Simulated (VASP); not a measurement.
Set up this calculation in VASP 6.6.1, as the native input.

```yaml
Task: single point
Functional: r2SCAN50
Potentials_or_basis: VASP PAW PBE potentials, release 64 (Ag)
Cutoff: 520 eV
k_mesh: 6 × 6 × 6
Occupations: fermi-dirac, width 0.05 eV
Spin: no spin polarisation
Dipole_correction: no
Grid_for_exact_exchange_PRECFOCK: Normal
Further_INCAR_settings: ALGO = Normal; EDIFF = 1e-06; NBANDS = 12
```

Crystal: Ag.

```
Ag
1.0
    -1.65565    1.65565    1.65565
     1.65565   -1.65565    1.65565
     1.65565    1.65565   -1.65565
Ag
1
Direct
  0.00000 0.00000 0.00000
```

The input as run:

POSCAR

```
Ag
1.0
   -1.6556540000      1.6556540000      1.6556540000
    1.6556540000     -1.6556540000      1.6556540000
    1.6556540000      1.6556540000     -1.6556540000
Ag
1
Direct
    0.0000000000      0.0000000000      0.0000000000
```

INCAR.step1

```
SYSTEM = Ag
ALGO = Normal ; EDIFF = 1E-5
ENCUT = 520 ; GGA = PE
ISIF = 2 ; ISMEAR = -1
LASPH = .True. ; LREAL = .False.
LWAVE = .True. ; NBANDS = 12
NELM = 100 ; PREC = Accurate
SIGMA = 0.05
```

INCAR.step2

```
SYSTEM = Ag
AEXX = 0.5 ; ALGO = Normal
EDIFF = 1E-6 ; ENCUT = 520
ISIF = 2 ; ISMEAR = -1
ISTART = 1 ; LASPH = .True.
LCHARG = .True. ; LELF = .True.
LHFCALC = .True. ; LMIXTAU = .True.
LREAL = .False. ; LVHAR = .True.
LWAVE = .False. ; METAGGA = R2SCAN
NBANDS = 12 ; NELM = 100
PREC = Accurate ; PRECFOCK = Normal
SIGMA = 0.05
```

KPOINTS

```
k-points
0
Gamma
  6 6 6
  0 0 0
```

Potentials or basis: VASP PAW PBE potentials, release 64 (Ag).

Command:

```console
$ cat potpaw_PBE.64/Ag/POTCAR > POTCAR
$ cp INCAR.step1 INCAR
$ mpirun -np 1 vasp_std > vasp.out
$ cp INCAR.step2 INCAR
$ mpirun -np 1 vasp_std > vasp.out
```

Results of the run:

The pressure is -1.8 GPa.

Caveat: the k points lie up to 0.45 Å⁻¹ apart; the PAW data sets were made with another functional, which shifts forces and pressure a little.

Wall time 6.8 min on 1 thread of Intel(R) Xeon(R) Platinum 8375C CPU @ 2.90GHz (Ice Lake), on a shared host, peak memory 0.16 GiB.
